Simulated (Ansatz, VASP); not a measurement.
# Ta: VASP beside Ansatz

```
Ta
1.0
    -1.62349    1.62349    1.62349
     1.62349   -1.62349    1.62349
     1.62349    1.62349   -1.62349
Ta
1
Cartesian
  0.0000 0.0000 0.0000
```

Alike in both runs: functional LDA; k mesh 8 × 8 × 8; occupations gaussian, width 0.1 eV; no spin polarisation.

Ansatz relaxed the structure, and its values are those at the end. VASP's run is a single point on that final structure, the one shown.

```csv
,VASP,Ansatz
version,VASP 6.6.1,Ansatz 0.2.0
potentials or method,"VASP PAW LDA potentials, release 64 (Ta_sv_GW), cutoff 500 eV","scalar-relativistic, plane waves, PAW"
valence electrons in the cell,13,13
```

Ansatz gave:

- gap on the k mesh at the Fermi level (eV): none
- pressure (GPa): 0.0

Question: Estimate VASP's values.

Answer: gap on the k mesh at the Fermi level (eV): none; pressure (GPa): -0.5.

Ansatz warns that its potentials were made for another functional, while VASP's fit it. LDA's correlation is that of Perdew and Zunger in VASP and of Perdew and Wang (1992) in Ansatz. A gap of «none» marks a metal or a gap that the smearing closes.

Neither program's run includes spin-orbit coupling.
